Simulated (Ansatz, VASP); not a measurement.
## AlIn3Sb2N2 in VASP and in Ansatz

```
Al In Sb N
1.0
     3.41350   -0.07638    0.01851
    -1.77263    2.84026   -0.01131
     0.11037   -0.01596   17.60675
Al In Sb N
1 3 2 2
Cartesian
  -0.1341 1.7078 0.4074
  1.6847 0.7516 15.2423
  0.6073 1.0901 9.2440
  1.5704 0.7494 3.1923
  0.0658 3.5408 12.0928
  1.5996 0.7488 6.0913
  1.6943 0.7410 17.4956
  -0.1106 1.6661 2.2884
```

Change from the starting cell: cell x1, atoms moved at random (sigma 0.15 Å) and cell strained at random (1.5 %), then relaxed without symmetry.

Alike in both runs: functional PBE; k mesh 6 × 6 × 2; occupations gaussian, width 0.2 eV; no spin polarisation.

Ansatz relaxed the structure, and its values are those at the end. VASP's run is a single point on that final structure, the one shown.

```csv
,VASP,Ansatz
version,VASP 6.6.1,Ansatz 0.2.0
potentials or method,"VASP PAW PBE potentials, release 64 (Al, In_d, Sb, N), cutoff 520 eV","scalar-relativistic, plane waves, PAW"
valence electrons in the cell,62,82
```

```csv
,VASP,Ansatz,Ansatz less VASP
gap on the k mesh at the Fermi level (eV),none,none,-
pressure (GPa),-0.1,-0.1,+0.02
rms of the force components (eV/Å),0.009,0.007,-0.0027
```

A gap of «none» marks a metal or a gap that the smearing closes. The functional is the same, so the differences come from potentials, cutoffs and numerics. VASP's potentials hold 62 valence electrons a cell and Ansatz's 82, so a difference there can come from the potentials and not from the codes.

The k mesh is coarse, so the values compare programs but aren't converged. Spin-orbit coupling is off throughout.
